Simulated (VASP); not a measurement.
AsHF:

```
CELL_PARAMETERS angstrom
2.50598 0.00000 0.00000
0.00000 4.04979 0.00000
0.00000 0.00000 5.05391
ATOMIC_POSITIONS crystal
H 0.00000 0.00000 0.00000
As 0.00000 0.50000 0.50000
F 0.00000 0.00000 0.50000
```

The cell was built from a structure type or drawn by symmetry, and may not be a known phase.

* Program: VASP 6.6.1
* Task: relaxation of cell and atoms
* Functional: PBE
* Potentials or basis: VASP PAW PBE potentials, release 64 (H, As, F)
* Cutoff: 600 eV
* k mesh: 18 × 12 × 10
* Occupations: gaussian, width 0.1 eV
* Spin: no spin polarisation

At the start: pressure 0.4 GPa; volume 17.10 Å³/atom.

Problem. How do energy, volume and symmetry change on relaxing?

Solution. Over 12 steps the energy falls by 2.2 meV/atom and the volume is 16.28 Å³/atom (-4.8 %); space group Pmmm (No. 47, to 0.1 Å) before and after.

Step by step:
| step | energy change (eV) | largest force (eV/Å) | pressure (GPa) | volume (Å³) |
| --- | --- | --- | --- | --- |
| 1 | 0.0000 | 0.0000 | 0.39 | 51.29 |
| 2 | -0.0026 | 0.0000 | -0.05 | 51.59 |
| 3 | -0.0027 | 0.0000 | -0.16 | 51.68 |
| 4 | -0.0030 | 0.0000 | -0.13 | 51.56 |
| 5 | -0.0037 | 0.0000 | -0.04 | 51.22 |
| 6 | -0.0047 | 0.0000 | 0.13 | 50.52 |
| 7 | -0.0051 | 0.0000 | 0.55 | 49.13 |
| 8 | -0.0053 | 0.0000 | 0.38 | 49.63 |
| 9 | -0.0054 | 0.0000 | 0.38 | 49.59 |
| 10 | -0.0057 | 0.0000 | 0.31 | 49.49 |
| 11 | -0.0062 | 0.0000 | 0.20 | 49.28 |
| 12 | -0.0065 | 0.0000 | -0.02 | 48.85 |

Final structure:
```
CELL_PARAMETERS angstrom
2.54278 0.00000 0.00000
0.00000 4.05055 0.00000
0.00000 0.00000 4.74307
ATOMIC_POSITIONS crystal
H 0.00000 0.00000 0.00000
As 0.00000 0.50000 0.50000
F 0.00000 0.00000 0.50000
```

Caveat: an odd number of electrons without spin polarisation forces a metal; a magnetic or distorted state may lie lower.
